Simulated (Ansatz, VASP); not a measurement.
**MoS2: VASP beside Ansatz**

```
Mo S
1.0
     3.22746    0.03227    0.00000
    -1.58578    2.77893    0.00000
     0.00000    0.00000    6.31247
Mo S
1 2
Direct
  0.00000 0.00000 0.50000
  0.33333 0.66667 0.25532
  0.66667 0.33333 0.74468
```

Alike in both runs: task single point; functional LDA; k mesh 12 × 12 × 6; occupations fermi-dirac, width 0.1 eV; no spin polarisation.

```csv
,VASP,Ansatz
version,VASP 6.6.1,Ansatz 0.2.0
potentials or method,"VASP PAW LDA potentials, release 64 (Mo_sv, S), cutoff 520 eV","plane waves, PAW"
valence electrons in the cell,26,26
```

```csv
,VASP,Ansatz,Ansatz less VASP
pressure (GPa),-5.7,-5.8,-0.12
"traceless stress, the component that is largest in VASP (GPa)",2.09,2.08,-0.018
```

LDA's correlation is that of Perdew and Zunger in VASP and of Perdew and Wang (1992) in Ansatz.
